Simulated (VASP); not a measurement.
# LiLaCdAs2 (P3m1) in VASP: further runs

Runs on LiLaCdAs2. Level: PBE. Tasks: single point.

All numbers are computed with VASP 6.6.1; they aren't measurements. Logs are shortened: lines on timing, memory, paths and dates and some standing lists are left out, and cuts for length are marked.

### 1 The cell of the first run

The structure is trigonal, space group P3m1 (No. 156). The conventional cell has a = 4.342 Å, b = 4.342 Å, c = 6.998 Å, α = 90.00°, β = 90.00°, γ = 120.00°. Li (site symmetry 3m) has 4 As at 2.65 to 2.75 Å and 3 Cd at 3.06 Å and 3 La at 3.55 Å within 3.6 Å. Within 3.9 Å of La (site symmetry 3m) lie 6 As at 2.99 to 3.05 Å and 3 Li at 3.55 Å and 3 Cd at 3.71 Å. Within 3.5 Å of Cd (site symmetry 3m) lie 4 As at 2.63 to 2.70 Å and 3 Li at 3.06 Å. As (site symmetry 3m) has 1 Cd at 2.63 Å and 3 Li at 2.65 Å and 3 La at 2.99 Å within 3.5 Å. Within 3.6 Å of As (site symmetry 3m) lie 3 Cd at 2.70 Å and 1 Li at 2.75 Å and 3 La at 3.05 Å.

### 2 Single point, PBE (22.85 Å³/atom)

Input file INCAR:

```
SYSTEM = LiLaCdAs2
  ALGO = Normal
  EDIFF = 1E-6
  ENCUT = 520
  GGA = PE
  ISIF = 2
  ISMEAR = 0
  LASPH = .True.
  LCHARG = .True.
  LELF = .True.
  LREAL = .False.
  LVHAR = .True.
  LWAVE = .False.
  NBANDS = 26
  NELM = 100
  PREC = Accurate
  SIGMA = 0.02
```

Input file KPOINTS:

```
k-points
0
Gamma
  6 6 4
  0 0 0
```

Input file POSCAR:

```
LiLaCdAs2
1.0
    4.3417578934      0.0000000000      0.0000000000
   -2.1708789467      3.7600726328      0.0000000000
    0.0000000000      0.0000000000      6.9983899840
Li La Cd As
1 1 1 2
Direct
    0.6666666667      0.3333333333      0.3679703887
    0.0000000000      0.0000000000      0.0090795276
    0.3333333333      0.6666666667      0.6188893662
    0.3333333333      0.6666666667      0.2432782580
    0.6666666667      0.3333333333      0.7607834495
```

Potentials or basis: VASP PAW PBE potentials, release 64 (Li_sv, La, Cd, As).

On the command line:

```sh
cat potpaw_PBE.64/Li_sv/POTCAR potpaw_PBE.64/La/POTCAR potpaw_PBE.64/Cd/POTCAR potpaw_PBE.64/As/POTCAR > POTCAR
mpirun -np 1 vasp_std > vasp.out
```

OUTCAR:

```text
SYSTEM = LiLaCdAs2
   EDIFF = 1E-6
   ENCUT = 520
   GGA = PE
   ISIF = 2
   ISMEAR = 0
   LASPH = .True.
   LREAL = .False.
   NELM = 100
   PREC = Accurate

 ion  position               nearest neighbor table
   1  0.667  0.333  0.368-   4 2.65   4 2.65   4 2.65   5 2.75   3 3.06   3 3.06   3 3.06
   2  0.000  0.000  0.009-   4 2.99   4 2.99   4 2.99   5 3.05   5 3.05   5 3.05   3 3.71   3 3.71
                             3 3.71
   3  0.333  0.667  0.619-   4 2.63   5 2.70   5 2.70   5 2.70   1 3.06   1 3.06   1 3.06   2 3.71
                             2 3.71   2 3.71
   4  0.333  0.667  0.243-   3 2.63   1 2.65   1 2.65   1 2.65   2 2.99   2 2.99   2 2.99
   5  0.667  0.333  0.761-   3 2.70   3 2.70   3 2.70   1 2.75   2 3.05   2 3.05   2 3.05

  LATTYP: Found a hexagonal cell.
 ALAT       =     4.3417578934
 C/A-ratio  =     1.6118793714

  Lattice vectors:

 A1 = (   4.3417578934,   0.0000000000,   0.0000000000)
 A2 = (  -2.1708789467,   3.7600726328,   0.0000000000)
 A3 = (   0.0000000000,   0.0000000000,   6.9983899840)

Analysis of symmetry for initial positions (statically):
=====================================================================
 Subroutine PRICEL returns:
 Original cell was already a primitive cell.

 Routine SETGRP: Setting up the symmetry group for a
 hexagonal supercell.

 Subroutine GETGRP returns: Found  6 space group operations
 (whereof  6 operations were pure point group operations)
 out of a pool of 24 trial point group operations.

The static configuration has the point symmetry C_3v.

Analysis of symmetry for dynamics (positions and initial velocities):
=====================================================================
 Subroutine PRICEL returns:
 Original cell was already a primitive cell.

 Routine SETGRP: Setting up the symmetry group for a
 hexagonal supercell.

 Subroutine GETGRP returns: Found  6 space group operations
 (whereof  6 operations were pure point group operations)
 out of a pool of 24 trial point group operations.

The dynamic configuration has the point symmetry C_3v.

 Subroutine INISYM returns: Found  6 space group operations
 (whereof  6 operations are pure point group operations),
 and found     1 'primitive' translations

----------------------------------------------------------------------------------------
[... 96 lines left out ...]
   ENCUT  =  520.0 eV  38.22 Ry    6.18 a.u.   8.07  8.07 13.01*2*pi/ulx,y,z
   NELM   =    100;   NELMIN=  2; NELMDL= -5     # of ELM steps
   EDIFF  = 0.1E-05   stopping-criterion for ELM
   LREAL  =      F    real-space projection
   EDIFFG = 0.1E-04   stopping-criterion for IOM
   NSW    =      0    number of steps for IOM
   IBRION =     -1    ionic relax: 0-MD 1-quasi-New 2-CG
   NFREE  =      0    steps in history (QN), initial steepest desc. (CG)
   ISIF   =      2    stress and relaxation
   ISYM   =      2    0-nonsym 1-usesym 2-fastsym
   POTIM  = 0.5000    time-step for ionic-motion
   TEBEG  =    0.0;   TEEND  =   0.0 temperature during run
   PSTRESS=    0.0 pullay stress
   NELECT =      36.0000    total number of electrons
   NUPDOWN=      -1.0000    fix difference up-down
   EMIN   =  10.00;   EMAX   =-10.00  energy-range for DOS
   EFERMI =   0.00;   METHOD = LEGACY
   ISMEAR =     0;   SIGMA  =   0.02  broadening in eV -4-tet -1-fermi 0-gaus
   EFERMI_NEDOS =   21; number of points for ismear=-14 and -15
   IALGO  =     38    algorithm
   IMIX   =      4    mixing-type and parameters
     AMIX     =   0.40;   BMIX     =  1.00
     AMIX_MAG =   1.60;   BMIX_MAG =  1.00
  volume/ion in A,a.u.               =      22.85       154.20
  Fermi-wavevector in a.u.,A,eV,Ry     =   1.114010  2.105173 16.885072  1.241018
  Thomas-Fermi vector in A             =   2.250600
   LORBIT       =      0    0 simple, 1 ext, 2 COOP (PROOUT), +10 PAW based schemes
   GGA     = PE    functional components
   LHFCALC =     F    Hartree Fock is set to
   AEXX    =    0.0000 exact exchange contribution
   IVDW    =     0    specifies the selected vdW correction
   LEPSILON=     F    determine dielectric tensor
   LRPA    =     F    only Hartree local field effects (RPA)
 non-spin polarized calculation
 Gauss-broadening in eV      SIGMA  =   0.02
  energy-cutoff  :      520.00
  volume of cell :      114.25
 maximum number of plane-waves:      3090
   NGX = 17   NGY = 17   NGZ = 27

 number of electron      35.9999996 magnetization

 Free energy of the ion-electron system (eV)
  ---------------------------------------------------
  ext. energy  EPLUGINS =         0.00000000
  ---------------------------------------------------
  free energy    TOTEN  =       -21.40231565 eV

  energy without entropy =      -21.40231565  energy(sigma->0) =      -21.40231565

 E-fermi :   4.7572     XC(G=0):  -9.6854

 val. band max:        4.6701053304   @ k =   0.0000   0.0000   0.0000
 cond. band min:       5.4930882767   @ k =   0.5000   0.0000   0.5000
 fundamental gap:      0.8229829463
 Fermi energy:         4.7572441945

 k-point     1 :       0.0000    0.0000    0.0000
  band No.  band energies     occupation
      1     -40.9188      2.00000
      2     -27.5824      2.00000
      3     -11.6039      2.00000
      4     -11.2275      2.00000
      5     -11.2275      2.00000
      6      -6.2959      2.00000
[... 685 lines left out ...]
     25       7.3868      0.00000
     26       7.6219      0.00000

------------------------ aborting loop because EDIFF is reached ----------------------------------------

  FORCE on cell =-STRESS in cart. coord.  units (eV):
  Direction    XX          YY          ZZ          XY          YZ          ZX
  --------------------------------------------------------------------------------------
  -------------------------------------------------------------------------------------
  Total        2.8580461      2.8580461      2.9028053      0.0000000      0.0000000      0.0000000
  in kB       40.0792736     40.0792736     40.7069449      0.0000000      0.0000000      0.0000000
  external PRESSURE =      40.2884974 kB  Pullay stress =       0.0000000 kB

 VOLUME and BASIS-vectors are now :
 -----------------------------------------------------------------------------
  energy-cutoff  :      520.00
  volume of cell :      114.25
      direct lattice vectors                 reciprocal lattice vectors
     4.341757893  0.000000000  0.000000000     0.230321456  0.132976155  0.000000000
    -2.170878947  3.760072633  0.000000000     0.000000000  0.265952309  0.000000000
     0.000000000  0.000000000  6.998389984     0.000000000  0.000000000  0.142890008

 POSITION                                       TOTAL-FORCE (eV/Angst)
 -----------------------------------------------------------------------------------
      2.17088      1.25336      2.57520         0.000000      0.000000      0.000625
      0.00000      0.00000      0.06354        -0.000000     -0.000000      0.000462
     -0.00000      2.50672      4.33123        -0.000000     -0.000000      0.006574
     -0.00000      2.50672      1.70256        -0.000000     -0.000000     -0.033080
      2.17088      1.25336      5.32426        -0.000000     -0.000000      0.025418
 -----------------------------------------------------------------------------------
    total drift:                                0.000003     -0.000002     -0.002154

  FREE ENERGIE OF THE ION-ELECTRON SYSTEM (eV)
  ---------------------------------------------------
  free  energy   TOTEN  =       -21.4023156452 eV

  energy  without entropy=      -21.4023156452  energy(sigma->0) =      -21.40231565
```

OSZICAR:

```text
N       E                     dE             d eps       ncg     rms          rms(c)
DAV:   1     0.318401626345E+03    0.31840E+03   -0.14339E+04  1256   0.169E+03
DAV:   2     0.354160146107E+02   -0.28299E+03   -0.25745E+03  1370   0.326E+02
DAV:   3    -0.166191833806E+02   -0.52035E+02   -0.49123E+02  1676   0.141E+02
DAV:   4    -0.222505841784E+02   -0.56314E+01   -0.56050E+01  2204   0.426E+01
DAV:   5    -0.226603782114E+02   -0.40979E+00   -0.40939E+00  1876   0.895E+00    0.628E+00
DAV:   6    -0.214667470638E+02    0.11936E+01   -0.44889E+00  2198   0.163E+01    0.567E+00
DAV:   7    -0.213993100171E+02    0.67437E-01   -0.11722E+00  1768   0.586E+00    0.290E+00
DAV:   8    -0.214008428392E+02   -0.15328E-02   -0.13199E-01  2078   0.278E+00    0.674E-01
DAV:   9    -0.214017660664E+02   -0.92323E-03   -0.18316E-02  1992   0.110E+00    0.194E-01
DAV:  10    -0.214022037930E+02   -0.43773E-03   -0.34114E-03  1894   0.388E-01    0.101E-01
DAV:  11    -0.214022832821E+02   -0.79489E-04   -0.48890E-04  1976   0.146E-01    0.329E-02
DAV:  12    -0.214023125646E+02   -0.29283E-04   -0.77806E-05  1840   0.599E-02    0.143E-02
DAV:  13    -0.214023145485E+02   -0.19839E-05   -0.13655E-05  1992   0.220E-02    0.482E-03
DAV:  14    -0.214023156500E+02   -0.11015E-05   -0.24566E-06  1280   0.971E-03    0.146E-03
DAV:  15    -0.214023156452E+02    0.47689E-08   -0.34739E-07   898   0.515E-03
   1 F= -.21402316E+02 E0= -.21402316E+02  d E =-.893128E-12
```

stdout:

```text
POSCAR found type information on POSCAR LiLaCdAs
 POSCAR found :  4 types and       5 ions
 scaLAPACK will be used
 LDA part: xc-table for (Slater+PW92), standard interpolation
 POSCAR, INCAR and KPOINTS ok, starting setup
 FFT: planning ... GRIDC
 FFT: planning ... GRID_SOFT
 FFT: planning ... GRID
 WAVECAR not read
 entering main loop
```

Wall time 47 s (1 thread of Intel Xeon 6975P-C (Granite Rapids), shared host); peak memory 0.29 GiB.

What came out:

* Free energy: -21.4023 eV
* Largest force: 0.033 eV/Å
* Band gap on the k mesh: 0.82 eV (least direct gap 1.14 eV)

Forces on the atoms (eV/Å):
```
Li   0.000  0.000  0.001
La   0.000  0.000  0.000
Cd   0.000  0.000  0.007
As   0.000  0.000 -0.033
As   0.000  0.000  0.025
```

Caveat: the cutoff is under 1.25 times the usual one of these potentials, so pressure, stress and relaxed cells hold a basis-set (Pulay) error; spin-orbit coupling is left out, which moves the levels of the heavy elements. A k mesh can miss the band edges.

### 3 Single point, PBE

This run uses another cell than the first one, of 24.31 Å³/atom.

Input file INCAR:

```
ALGO     = Normal         # electronic algorithm
EDIFF    = 1E-7           # SCF threshold, eV
ENCUT    = 520            # plane-wave cutoff, eV
GGA      = PE             # functional
ISIF     = 2              # what is computed and relaxed
ISMEAR   = 0              # smearing method
LASPH    = T              # aspherical terms in the spheres
LCHARG   = T              # write CHGCAR
LELF     = T              # ELF
LREAL    = F              # projectors in reciprocal space
LVHAR    = T            
LWAVE    = F              # write WAVECAR
NBANDS   = 26             # bands
NELM     = 80             # most SCF steps
PREC     = Accurate       # precision mode
SIGMA    = 0.02           # smearing width, eV
```

Input file KPOINTS:

```
k-points
0
Gamma
  6 6 4
```

Input file POSCAR:

```
LiLaCdAs2
1.0
    4.4311673686      0.0000000000      0.0000000000
   -2.2155836843      3.8375035096      0.0000000000
    0.0000000000      0.0000000000      7.1476813542
Li La Cd As
1 1 1 2
Direct
    0.6666666667      0.3333333333      0.3677223749
    0.0000000000      0.0000000000      0.0100514250
    0.3333333333      0.6666666667      0.6182759685
    0.3333333333      0.6666666667      0.2424273870
    0.6666666667      0.3333333333      0.7615238346
```

Potentials or basis: VASP PAW PBE potentials, release 64 (Li_sv, La, Cd, As).

On the command line:

```sh
cat potpaw_PBE.64/Li_sv/POTCAR potpaw_PBE.64/La/POTCAR potpaw_PBE.64/Cd/POTCAR potpaw_PBE.64/As/POTCAR > POTCAR
mpirun -np 1 vasp_std > vasp.out
```

OUTCAR:

```text
EDIFF = 1E-7
   ENCUT = 520
   GGA = PE
   ISIF = 2
   ISMEAR = 0
   LASPH = T
   LREAL = F
   NELM = 80
   PREC = Accurate

 ion  position               nearest neighbor table
   1  0.667  0.333  0.368-   4 2.71   4 2.71   4 2.71   3 3.12   3 3.12   3 3.12
   2  0.000  0.000  0.010-   4 3.05   4 3.05   4 3.05   5 3.11   5 3.11   5 3.11
   3  0.333  0.667  0.618-   4 2.69   5 2.76   5 2.76   5 2.76   1 3.12   1 3.12   1 3.12
   4  0.333  0.667  0.242-   3 2.69   1 2.71   1 2.71   1 2.71   2 3.05   2 3.05   2 3.05
[... 900 lines left out ...]
  -------------------------------------------------------------------------------------
  Total        0.0505766      0.0505766      0.0724381      0.0000000      0.0000000      0.0000000
  in kB        0.6666960      0.6666960      0.9548724      0.0000000      0.0000000      0.0000000
  external PRESSURE =       0.7627548 kB  Pullay stress =       0.0000000 kB

 VOLUME and BASIS-vectors are now :
 -----------------------------------------------------------------------------
  energy-cutoff  :      520.00
  volume of cell :      121.54
      direct lattice vectors                 reciprocal lattice vectors
     4.431167369  0.000000000  0.000000000     0.225674166  0.130293040  0.000000000
    -2.215583684  3.837503510  0.000000000     0.000000000  0.260586081  0.000000000
     0.000000000  0.000000000  7.147681354     0.000000000  0.000000000  0.139905509

 POSITION                                       TOTAL-FORCE (eV/Angst)
 -----------------------------------------------------------------------------------
      2.21558      1.27917      2.62836         0.000000     -0.000000     -0.001816
      0.00000      0.00000      0.07184        -0.000000     -0.000000      0.005111
     -0.00000      2.55834      4.41924        -0.000000      0.000000     -0.002805
     -0.00000      2.55834      1.73279        -0.000000     -0.000000     -0.021342
      2.21558      1.27917      5.44313         0.000000     -0.000000      0.020852
 -----------------------------------------------------------------------------------
    total drift:                               -0.000000     -0.000000      0.000002

  FREE ENERGIE OF THE ION-ELECTRON SYSTEM (eV)
  ---------------------------------------------------
  free  energy   TOTEN  =       -21.4923886543 eV

  energy  without entropy=      -21.4923886543  energy(sigma->0) =      -21.49238865
```

OSZICAR:

```text
N       E                     dE             d eps       ncg     rms          rms(c)
DAV:   1     0.323025791884E+03    0.32303E+03   -0.14258E+04  1248   0.167E+03
DAV:   2     0.387293236444E+02   -0.28430E+03   -0.25855E+03  1426   0.324E+02
DAV:   3    -0.167512347515E+02   -0.55481E+02   -0.53082E+02  1746   0.142E+02
DAV:   4    -0.222140225464E+02   -0.54628E+01   -0.54455E+01  2206   0.427E+01
DAV:   5    -0.226426085844E+02   -0.42859E+00   -0.42820E+00  1950   0.888E+00    0.576E+00
DAV:   6    -0.215497968380E+02    0.10928E+01   -0.41767E+00  2148   0.145E+01    0.509E+00
DAV:   7    -0.214864039085E+02    0.63393E-01   -0.11496E+00  1840   0.573E+00    0.251E+00
DAV:   8    -0.214909361930E+02   -0.45323E-02   -0.12147E-01  2104   0.268E+00    0.662E-01
DAV:   9    -0.214917538351E+02   -0.81764E-03   -0.19957E-02  2024   0.108E+00    0.185E-01
DAV:  10    -0.214922702111E+02   -0.51638E-03   -0.34730E-03  1984   0.376E-01    0.106E-01
DAV:  11    -0.214923540657E+02   -0.83855E-04   -0.54642E-04  2048   0.151E-01    0.280E-02
DAV:  12    -0.214923849585E+02   -0.30893E-04   -0.79242E-05  1840   0.581E-02    0.148E-02
DAV:  13    -0.214923874346E+02   -0.24762E-05   -0.24733E-05  1736   0.259E-02    0.472E-03
DAV:  14    -0.214923883455E+02   -0.91091E-06   -0.32622E-06  1792   0.124E-02    0.162E-03
DAV:  15    -0.214923885084E+02   -0.16283E-06   -0.37184E-07  1528   0.335E-03    0.723E-04
DAV:  16    -0.214923886554E+02   -0.14705E-06   -0.23600E-07  1336   0.302E-03    0.400E-04
DAV:  17    -0.214923886543E+02    0.11205E-08   -0.17650E-08   906   0.160E-03
   1 F= -.21492389E+02 E0= -.21492389E+02  d E =-.149582E-12
```

stdout:

```text
POSCAR found type information on POSCAR LiLaCdAs
 POSCAR found :  4 types and       5 ions
 scaLAPACK will be used
 LDA part: xc-table for (Slater+PW92), standard interpolation
 POSCAR, INCAR and KPOINTS ok, starting setup
 FFT: planning ... GRIDC
 FFT: planning ... GRID_SOFT
 FFT: planning ... GRID
 WAVECAR not read
 entering main loop
```

It took 59 s on 1 thread of Intel Xeon 6975P-C (Granite Rapids), shared host; peak memory 0.31 GiB.

Results:

* Free energy: -21.4924 eV
* Largest force: 0.021 eV/Å
* Band gap on the k mesh: 0.90 eV (least direct gap 0.93 eV)

Forces in eV/Å, atoms in the order of the input:
```
Li   0.000  0.000 -0.002
La   0.000  0.000  0.005
Cd   0.000  0.000 -0.003
As   0.000  0.000 -0.021
As   0.000  0.000  0.021
```

Levels at points of the mesh, in eV from the valence-band top:
```csv
k point,band 14,band 15,band 16,band 17,band 18,band 19,band 20,band 21,band 22,band 23
"(0.00, 0.00, 0.00)",-1.60,-1.60,-0.24,0.00,0.00,0.93,1.93,2.06,2.06,2.23
"(0.50, 0.00, 0.00)",-2.35,-2.03,-1.75,-1.65,-1.12,1.14,2.20,2.29,2.36,2.40
"(0.00, 0.00, 0.50)",-2.03,-1.37,-1.37,-0.46,-0.46,1.47,1.98,1.98,2.01,2.40
"(0.50, 0.00, 0.50)",-2.64,-2.06,-2.02,-0.61,-0.50,0.90,1.89,2.27,2.31,2.41
```

Caveat: the cutoff is under 1.25 times the usual one of these potentials, so pressure, stress and relaxed cells hold a basis-set (Pulay) error; spin-orbit coupling is left out, which moves the levels of the heavy elements. A k mesh can miss the band edges.
